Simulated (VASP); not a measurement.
A run of VASP 6.6.1 is set up as follows.

File INCAR:

```
PREC = Accurate
ENCUT = 520
EDIFF = 1E-7
ISMEAR = 0
SIGMA = 0.02
LREAL = False
LASPH = True
NELM = 100
ALGO = Normal
ISIF = 2
LWAVE = False
LCHARG = False
GGA = PE
NBANDS = 16
```

The input KPOINTS:

```
Automatic mesh
0
Gamma
  9 9 6
```

Contents of POSCAR:

```
C
1.0
    2.5124063063      0.0000000000      0.0000000000
   -1.2562031531      2.1758076859      0.0000000000
    0.0000000000      0.0000000000      4.2430102239
C
4
Direct
    0.3333333333      0.6666666667     -0.0003907681
    0.6666666667      0.3333333333      0.4996092319
    0.3333333333      0.6666666667      0.3743907681
    0.6666666667      0.3333333333      0.8743907681
```

Potentials or basis: VASP PAW PBE potentials, release 64 (C).

Launch:

```bash
$ cat potpaw_PBE.64/C/POTCAR > POTCAR
$ mpirun -np 1 vasp_std > vasp.out
```

(1) Estimate the band gap on the k mesh.

(2) Predict the largest force.

## Answers

(1) 3.40 eV, indirect (least direct gap 4.89 eV).

(2) 0.009 eV/Å.

Caveat: the cell differs from its parent crystal (strained cell).
